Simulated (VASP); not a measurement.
Set up this calculation in VASP 6.6.1, as the native input.

```
Task                   : relaxation of cell and atoms
Functional             : PBE
Potentials or basis    : VASP PAW PBE potentials, release 64 (K_sv, F)
Cutoff                 : 600 eV
k mesh                 : 6 × 6 × 8
Occupations            : gaussian, width 0.02 eV
Spin                   : no spin polarisation
Dipole correction      : no
Further INCAR settings : ALGO = Normal; EDIFF = 1e-07; IBRION = 2; EDIFFG = -0.01; NSW = 100; ISIF = 3
```

The structure of KF lies in POSCAR:

```
KF
1.0
    3.6913036182      0.0000000000      0.0000000000
   -1.8456518091      3.1967627064      0.0000000000
    0.0000000000      0.0000000000      3.3619873183
K F
1 1
Direct
    0.3333333333      0.6666666667      0.5000000000
    0.6666666667      0.3333333333      0.0000000000
```

The cell was generated, and may not be a known phase.

These files were run (other wordings do the same):

INCAR

```
SYSTEM = KF
ALGO = Normal
EDIFF = 1E-7
EDIFFG = -0.01
ENCUT = 600
GGA = PE
IBRION = 2
ISIF = 3
ISMEAR = 0
LASPH = .True.
LCHARG = .False.
LREAL = .False.
LWAVE = .False.
NELM = 80
NSW = 100
PREC = Accurate
SIGMA = 0.02
```

KPOINTS

```
k-points
0
Gamma
  6 6 8
  0 0 0
```

Potentials or basis: VASP PAW PBE potentials, release 64 (K_sv, F).

Command:

```sh
$ cat potpaw_PBE.64/K_sv/POTCAR potpaw_PBE.64/F/POTCAR > POTCAR
$ mpirun -np 1 vasp_std > vasp.out
```

It gave:

| Item | Value |
| --- | --- |
| Pressure after relaxing | 0.0 GPa |
| Band gap on the k mesh | 5.64 eV |

Run time: 19 s on 1 thread of Intel(R) Xeon(R) Platinum 8488C (Sapphire Rapids), with other jobs on the host, peak memory 0.17 GiB.
